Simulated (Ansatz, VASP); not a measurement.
# C in VASP and in Ansatz

The input INCAR:

```
SYSTEM = C
PREC = Accurate ; ENCUT = 600
EDIFF = 1E-6 ; ISMEAR = 0
SIGMA = 0.01 ; LREAL = .FALSE.
LASPH = .TRUE. ; NELM = 120
ALGO = Normal ; ISIF = 2
LWAVE = .FALSE. ; LCHARG = .FALSE.
GGA = PS ; NBANDS = 11
GGA_COMPAT = .FALSE.
```

File KPOINTS:

```
Automatic mesh
0
G
  9 9 9
  0 0 0
```

Contents of POSCAR:

```
C
1.0
   -0.0131329370      1.7814679574      1.7814679574
    1.7814679574     -0.0131329370      1.7814679574
    1.7814679574      1.7814679574     -0.0131329370
C
2
Direct
   -0.0000873341     -0.0000873341     -0.0000873341
    0.2500873341      0.2500873341      0.2500873341
```

Input for Ansatz:

```yaml
crystal:
  lattice:
    - [-0.013132937, 1.7814679574, 1.7814679574]
    - [1.7814679574, -0.013132937, 1.7814679574]
    - [1.7814679574, 1.7814679574, -0.013132937]
  atoms:
    - { symbol: C, position: [-8.73341e-05, -8.73341e-05, -8.73341e-05] }
    - { symbol: C, position: [0.2500873341, 0.2500873341, 0.2500873341] }
basis: {}
kpoints:
  mp_grid: { grid: [9, 9, 9] }
  band_path:
    path:
      - [0.0, 0.0, 0.0]
      - [0.0, 0.0, 0.0]
      - [0.0, 0.0, 0.0]
      - [0.0, 0.0, 0.0]
      - [0.0, 0.0, 0.0]
      - [0.0, 0.0, 0.0]
      - [0.0, 0.0, 0.0]
      - [0.0, 0.0, 0.0]
      - [0.0, 0.0, 0.0]
      - [0.0, 0.0, 0.0]
      - [0.0, 0.0, 0.0]
      - [0.0, 0.0, 0.0]
      - [0.0, 0.0, 0.0]
      - [0.0, 0.0, 0.0]
      - [0.0, 0.0, 0.0]
      - [0.0, 0.0, 0.0]
      - [0.0, 0.0, 0.0]
      - [0.0, 0.0, 0.0]
      - [0.0, 0.0, 0.0]
      - [0.0, 0.0, 0.0]
      - [0.0, 0.0, 0.0]
      - [0.0, 0.0, 0.0]
      - [0.0, 0.0, 0.0]
      - [0.0, 0.0, 0.0]
      - [0.0, 0.0, 0.0]
      - [0.0, 0.0, 0.0]
      - [0.3, 0.3, 0.0]
      - [0.3166666667, 0.3166666667, 0.0]
      - [0.3333333333, 0.3333333333, 0.0]
      - [0.35, 0.35, 0.0]
      - [0.3666666667, 0.3666666667, 0.0]
      - [0.3833333333, 0.3833333333, 0.0]
      - [0.4, 0.4, 0.0]
      - [0.4166666667, 0.4166666667, 0.0]
      - [0.4333333333, 0.4333333333, 0.0]
      - [0.45, 0.45, 0.0]
      - [0.4666666667, 0.4666666667, 0.0]
      - [0.4833333333, 0.4833333333, 0.0]
      - [0.5, 0.5, 0.0]
      - [0.0, 0.3, 0.3]
      - [0.0, 0.3166666667, 0.3166666667]
      - [0.0, 0.3333333333, 0.3333333333]
      - [0.0, 0.35, 0.35]
      - [0.0, 0.3666666667, 0.3666666667]
      - [0.0, 0.3833333333, 0.3833333333]
      - [0.0, 0.4, 0.4]
      - [0.0, 0.4166666667, 0.4166666667]
      - [0.0, 0.4333333333, 0.4333333333]
      - [0.0, 0.45, 0.45]
      - [0.0, 0.4666666667, 0.4666666667]
      - [0.0, 0.4833333333, 0.4833333333]
      - [0.0, 0.5, 0.5]
      - [0.5, 0.5, 0.5]
      - [0.5, 0.5, 0.5]
      - [0.5, 0.5, 0.5]
      - [0.5, 0.5, 0.5]
      - [0.5, 0.5, 0.5]
      - [0.5, 0.5, 0.5]
      - [0.5, 0.5, 0.5]
      - [0.5, 0.5, 0.5]
      - [0.5, 0.5, 0.5]
      - [0.5, 0.5, 0.5]
      - [0.5, 0.5, 0.5]
      - [0.5, 0.5, 0.5]
      - [0.5, 0.5, 0.5]
      - [0.0, 0.0, 0.5]
      - [0.0, 0.0, 0.5]
      - [0.0, 0.0, 0.5]
      - [0.0, 0.0, 0.5]
      - [0.0, 0.0, 0.5]
      - [0.0, 0.0, 0.5]
      - [0.0, 0.0, 0.5]
      - [0.0, 0.0, 0.5]
      - [0.0, 0.0, 0.5]
      - [0.0, 0.0, 0.5]
      - [0.0, 0.0, 0.5]
      - [0.0, 0.0, 0.5]
      - [0.0, 0.0, 0.5]
    npoints: 1
hamiltonian:
  xc: pbesol
  pseudopotentials: { kind: all_electron, lapw: {} }
scf:
  occupations: { method: fixed }
  n_extra_bands: 5
output:
  eigenvalues: true
```

Alike in both runs: task single point; functional PBEsol; k mesh 9 × 9 × 9; no spin polarisation.

|  | VASP | Ansatz |
| --- | --- | --- |
| version | VASP 6.6.1 | Ansatz 0.2.0 |
| potentials or method | VASP PAW PBE potentials, release 64 (C), cutoff 600 eV | scalar-relativistic, all-electron LAPW |
| occupations | gaussian, width 0.01 eV | fixed |

|  | VASP | Ansatz | Ansatz less VASP |
| --- | --- | --- | --- |
| gap on the k mesh at the Fermi level (eV) | 4.00 | 4.00 | +0.005 |
| least direct gap on the mesh (eV) | 5.40 | 5.40 | +0.006 |

VASP's potentials were made for PBE, not for PBEsol. Ansatz ran all-electron here, and VASP with PAW potentials.
